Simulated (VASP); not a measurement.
# K (P4/mmm) in VASP: a series of runs

The runs below take K through single point, with r2SCAN.

Everything below comes from runs of VASP 6.6.1. Logs are shortened: lines on timing, memory, paths and dates and some standing lists are left out, and cuts for length are marked.

## (1) The cell of the first run

It takes space group P4/mmm (No. 123, tetragonal). Conventional cell: a = 4.211 Å, b = 4.211 Å, c = 3.794 Å, α = 90.00°, β = 90.00°, γ = 90.00°. K (site symmetry 4/mmm) has 6 K at 3.79 to 4.21 Å within 5.0 Å.

## (2) Single point, r2SCAN (67.27 Å³/atom)

POSCAR

```
K
1.0
    4.2108716244      0.0000000000      0.0000000000
    0.0000000000      4.2108716244      0.0000000000
    0.0000000000      0.0000000000      3.7939953336
K
1
Direct
    0.0000000000      0.0000000000      0.0000000000
```

INCAR.step1

```
SYSTEM = K
  PREC = Accurate
  ENCUT = 520
  ISMEAR = 0
  SIGMA = 0.15
  LREAL = .False.
  LASPH = .True.
  NELM = 60
  NBANDS = 10
  GGA = PE
  ALGO = Normal
  EDIFF = 1E-4
  LWAVE = .True.
  LCHARG = .False.
```

INCAR.step2

```
SYSTEM = K
  PREC = Accurate
  ENCUT = 520
  EDIFF = 1E-6
  ISMEAR = 0
  SIGMA = 0.15
  LREAL = .False.
  LASPH = .True.
  NELM = 60
  ALGO = Normal
  ISIF = 2
  LWAVE = .False.
  LCHARG = .True.
  METAGGA = R2SCAN
  LMIXTAU = .True.
  LELF = .True.
  LVHAR = .True.
  NBANDS = 10
  ISTART = 1
```

KPOINTS

```
regular mesh
0
Gamma
  12 12 12
  0 0 0
```

Potentials or basis: VASP PAW PBE potentials, release 64 (K_sv).

On the command line:

```
cat potpaw_PBE.64/K_sv/POTCAR > POTCAR
cp INCAR.step1 INCAR
mpirun -np 1 vasp_std > vasp.out
cp INCAR.step2 INCAR
mpirun -np 1 vasp_std > vasp.out
```

OUTCAR:

```text
SYSTEM = K
   PREC = Accurate
   ENCUT = 520
   EDIFF = 1E-6
   ISMEAR = 0
   LREAL = .False.
   LASPH = .True.
   NELM = 60
   ISIF = 2
   METAGGA = R2SCAN
   ISTART = 1

 ion  position               nearest neighbor table
   1  0.000  0.000  0.000-

  LATTYP: Found a simple tetragonal cell.
 ALAT       =     4.2108716244
 C/A-ratio  =     0.9010000000

  Lattice vectors:

 A1 = (   4.2108716244,   0.0000000000,   0.0000000000)
 A2 = (   0.0000000000,   4.2108716244,   0.0000000000)
 A3 = (   0.0000000000,   0.0000000000,   3.7939953336)

Analysis of symmetry for initial positions (statically):
=====================================================================
 Subroutine PRICEL returns:
 Original cell was already a primitive cell.

 Routine SETGRP: Setting up the symmetry group for a
 simple tetragonal supercell.

 Subroutine GETGRP returns: Found 16 space group operations
 (whereof 16 operations were pure point group operations)
 out of a pool of 16 trial point group operations.

The static configuration has the point symmetry D_4h.

Analysis of symmetry for dynamics (positions and initial velocities):
=====================================================================
 Subroutine PRICEL returns:
 Original cell was already a primitive cell.

 Routine SETGRP: Setting up the symmetry group for a
 simple tetragonal supercell.

 Subroutine GETGRP returns: Found 16 space group operations
 (whereof 16 operations were pure point group operations)
 out of a pool of 16 trial point group operations.

The dynamic configuration has the point symmetry D_4h.

 Subroutine INISYM returns: Found 16 space group operations
 (whereof 16 operations are pure point group operations),
 and found     1 'primitive' translations

----------------------------------------------------------------------------------------

                                     Primitive cell

  volume of cell :      67.2730

  direct lattice vectors                    reciprocal lattice vectors
     4.210871624  0.000000000  0.000000000     0.237480524  0.000000000  0.000000000
     0.000000000  4.210871624  0.000000000     0.000000000  0.237480524  0.000000000
     0.000000000  0.000000000  3.793995334     0.000000000  0.000000000  0.263574388

  length of vectors
     4.210871624  4.210871624  3.793995334     0.237480524  0.237480524  0.263574388

  position of ions in fractional coordinates (direct lattice)
     0.000000000  0.000000000  0.000000000

  ion indices of the primitive-cell ions
   primitive index   ion index
                 1           1

----------------------------------------------------------------------------------------

 KPOINTS: regular mesh

Automatic generation of k-mesh.
 Grid dimensions read from file:
 generate k-points for:   12   12   12

 Generating k-lattice:

  Cartesian coordinates                     Fractional coordinates (reciprocal lattice)
     0.019790044  0.000000000  0.000000000     0.083333333  0.000000000  0.000000000
     0.000000000  0.019790044  0.000000000     0.000000000  0.083333333  0.000000000
     0.000000000  0.000000000  0.021964532     0.000000000  0.000000000  0.083333333

  Length of vectors
     0.019790044  0.019790044  0.021964532

  Shift w.r.t. Gamma in fractional coordinates (k-lattice)
     0.000000000  0.000000000  0.000000000

 Subroutine IBZKPT returns following result:
 ===========================================

 Found    196 irreducible k-points:

 Following reciprocal coordinates:
            Coordinates               Weight
  0.000000  0.000000  0.000000      1.000000
  0.083333  0.000000  0.000000      4.000000
  0.166667  0.000000  0.000000      4.000000
  0.250000  0.000000  0.000000      4.000000
  0.333333  0.000000  0.000000      4.000000
  0.416667  0.000000  0.000000      4.000000
[... 16 lines left out ...]
  0.333333  0.333333  0.000000      4.000000
  0.416667  0.333333  0.000000      8.000000
 [... further k-points ...]
   k-points           NKPTS =    196   k-points in BZ     NKDIM =    196   number of bands    NBANDS=     10
   number of dos      NEDOS =    301   number of ions     NIONS =      1
   total plane-waves  NPLWV =  28672
   dimension x,y,z NGX =    32 NGY =   32 NGZ =   28
   dimension x,y,z NGXF=    64 NGYF=   64 NGZF=   56
   ions per type =               1
   NGX,Y,Z   is equivalent  to a cutoff of  12.63, 12.63, 12.27 a.u.
   NGXF,Y,Z  is equivalent  to a cutoff of  25.27, 25.27, 24.54 a.u.
 SYSTEM =  K
   PREC   = accura    normal or accurate (medium, high low for compatibility)
   ISTART =      1    job   : 0-new  1-cont  2-samecut
   ICHARG =      0    charge: 1-file 2-atom 10-const
   ISPIN  =      1    spin polarized calculation?
   LNONCOLLINEAR =      F non collinear calculations
   LSORBIT =      F    spin-orbit coupling
   LASPH  =      T    aspherical Exc in radial PAW
   ENCUT  =  520.0 eV  38.22 Ry    6.18 a.u.   7.83  7.83  7.05*2*pi/ulx,y,z
   NELM   =     60;   NELMIN=  2; NELMDL=  0     # of ELM steps
   EDIFF  = 0.1E-05   stopping-criterion for ELM
   LREAL  =      F    real-space projection
[... 7 lines left out ...]
   TEBEG  =    0.0;   TEEND  =   0.0 temperature during run
   PSTRESS=    0.0 pullay stress
   NELECT =       9.0000    total number of electrons
   NUPDOWN=      -1.0000    fix difference up-down
   EMIN   =  10.00;   EMAX   =-10.00  energy-range for DOS
   EFERMI =   0.00;   METHOD = LEGACY
   ISMEAR =     0;   SIGMA  =   0.15  broadening in eV -4-tet -1-fermi 0-gaus
   EFERMI_NEDOS =   21; number of points for ismear=-14 and -15
   IALGO  =     38    algorithm
   IMIX   =      4    mixing-type and parameters
     AMIX     =   0.40;   BMIX     =  1.00
     AMIX_MAG =   1.60;   BMIX_MAG =  1.00
  volume/ion in A,a.u.               =      67.27       453.98
  Fermi-wavevector in a.u.,A,eV,Ry     =   0.837289  1.582247  9.538404  0.701053
  Thomas-Fermi vector in A             =   1.951154
   LORBIT       =      0    0 simple, 1 ext, 2 COOP (PROOUT), +10 PAW based schemes
   METAGGA = R2SCAN    functional components
   LHFCALC =     F    Hartree Fock is set to
   AEXX    =    0.0000 exact exchange contribution
   IVDW    =     0    specifies the selected vdW correction
   LEPSILON=     F    determine dielectric tensor
   LRPA    =     F    only Hartree local field effects (RPA)
 non-spin polarized calculation
 Gauss-broadening in eV      SIGMA  =   0.15
  energy-cutoff  :      520.00
  volume of cell :       67.27
 maximum number of plane-waves:      1836
 NGX is ok and might be reduce to    32
   NGX = 15   NGY = 15   NGZ = 15

 number of electron       8.9999999 magnetization

 Free energy of the ion-electron system (eV)
  ---------------------------------------------------
  ext. energy  EPLUGINS =         0.00000000
  ---------------------------------------------------
  free energy    TOTEN  =        -5.86311616 eV

  energy without entropy =       -5.85400691  energy(sigma->0) =       -5.85856154

 E-fermi :   0.1843     XC(G=0):  -6.1214

 val. band max:        0.1756744964   @ k =   0.5000   0.0000   0.0000
 cond. band min:       0.1962063698   @ k =   0.2500   0.2500   0.3333
 fundamental gap:      0.0205318734
 Fermi energy:         0.1843173195

 k-point     1 :       0.0000    0.0000    0.0000
  band No.  band energies     occupation
      1     -33.7176      2.00000
      2     -16.3619      2.00000
      3     -16.3619      2.00000
      4     -16.3379      2.00000
      5      -2.2289      2.00000
      6       3.1934      0.00000
      7       3.4772      0.00000
      8       6.9112      0.00000
      9       7.2088      0.00000
     10       7.2088      0.00000

 k-point     2 :       0.0833    0.0000    0.0000
  band No.  band energies     occupation
      1     -33.7172      2.00000
      2     -16.3691      2.00000
      3     -16.3613      2.00000
      4     -16.3374      2.00000
      5      -2.1561      2.00000
      6       3.1401      0.00000
      7       3.4790      0.00000
      8       6.5175      0.00000
      9       6.9801      0.00000
     10       7.1959      0.00000

 k-point     3 :       0.1667    0.0000    0.0000
  band No.  band energies     occupation
      1     -33.7162      2.00000
      2     -16.3887      2.00000
      3     -16.3596      2.00000
      4     -16.3359      2.00000
      5      -1.9406      2.00000
      6       2.8787      0.00000
      7       3.5393      0.00000
      8       6.0684      0.00000
      9       6.6683      0.00000
     10       6.8908      0.00000

 k-point     4 :       0.2500    0.0000    0.0000
  band No.  band energies     occupation
      1     -33.7148      2.00000
      2     -16.4153      2.00000
      3     -16.3572      2.00000
      4     -16.3340      2.00000
      5      -1.5900      2.00000
      6       2.3485      0.00000
      7       3.6695      0.00000
      8       5.6948      0.00000
      9       6.5771      0.00000
     10       6.6386      0.00000
[... 222 lines left out ...]
 k-point    22 :       0.5000    0.2500    0.0000
  band No.  band energies     occupation
      1     -33.7092      2.00000
      2     -16.4606      2.00000
      3     -16.4032      2.00000
      4     -16.3263      2.00000
      5       0.4533      0.01122
      6       0.8613      0.00000
      7       3.7605      0.00000
      8       3.8688      0.00000
      9       6.2661      0.00000
     10       6.8704      0.00000

 k-point    23 :       0.3333    0.3333    0.0000
  band No.  band energies     occupation
      1     -33.7092      2.00000
      2     -16.4329      2.00000
      3     -16.4304      2.00000
      4     -16.3264      2.00000
      5      -0.1310      1.99705
      6       2.3094      0.00000
      7       2.5804      0.00000
      8       4.1884      0.00000
      9       6.4799      0.00000
     10       6.6414      0.00000

 k-point    24 :       0.4167    0.3333    0.0000
  band No.  band energies     occupation
      1     -33.7082      2.00000
      2     -16.4501      2.00000
      3     -16.4292      2.00000
      4     -16.3250      2.00000
      5       0.3499      0.11854
      6       1.7544      0.00000
      7       2.8739      0.00000
      8       3.8528      0.00000
      9       6.3961      0.00000
     10       6.6293      0.00000

 [... further k-points ...]
[... 5 lines left out ...]
  --------------------------------------------------------------------------------------
  -------------------------------------------------------------------------------------
  Total        0.0610541      0.0610541      0.7012093      0.0000000      0.0000000      0.0000000
  in kB        1.4540675      1.4540675     16.7000388      0.0000000      0.0000000      0.0000000
  external PRESSURE =       6.5360579 kB  Pullay stress =       0.0000000 kB

 VOLUME and BASIS-vectors are now :
 -----------------------------------------------------------------------------
  energy-cutoff  :      520.00
  volume of cell :       67.27
      direct lattice vectors                 reciprocal lattice vectors
     4.210871624  0.000000000  0.000000000     0.237480524  0.000000000  0.000000000
     0.000000000  4.210871624  0.000000000     0.000000000  0.237480524  0.000000000
     0.000000000  0.000000000  3.793995334     0.000000000  0.000000000  0.263574388

 POSITION                                       TOTAL-FORCE (eV/Angst)
 -----------------------------------------------------------------------------------
      0.00000      0.00000      0.00000         0.000000      0.000000      0.000000
 -----------------------------------------------------------------------------------
    total drift:                                0.000000      0.000000     -0.000000

  FREE ENERGIE OF THE ION-ELECTRON SYSTEM (eV)
  ---------------------------------------------------
  free  energy   TOTEN  =        -5.8631161603 eV

  energy  without entropy=       -5.8540069120  energy(sigma->0) =       -5.85856154
```

Run time: 3.8 min. Hardware: 1 thread of AMD EPYC 9R45 (Zen 5), shared host; peak memory 0.23 GiB.

What came out:

| Property | Result |
| --- | --- |
| Free energy | -5.8631 eV |
| Pressure | 0.7 GPa |
| Band gap on the k mesh | zero (an odd number of electrons rules out a gap without spin polarisation) |

Stress tensor (GPa, compression positive):
```
0.15 0.00 0.00
0.00 0.15 0.00
0.00 0.00 1.67
```

Caveat: the PAW data sets were made with another functional, which shifts forces and pressure a little.

(Continued in part 2 of 2.)

The gap in the log of VASP goes by the Fermi energy; the results here count the filled bands.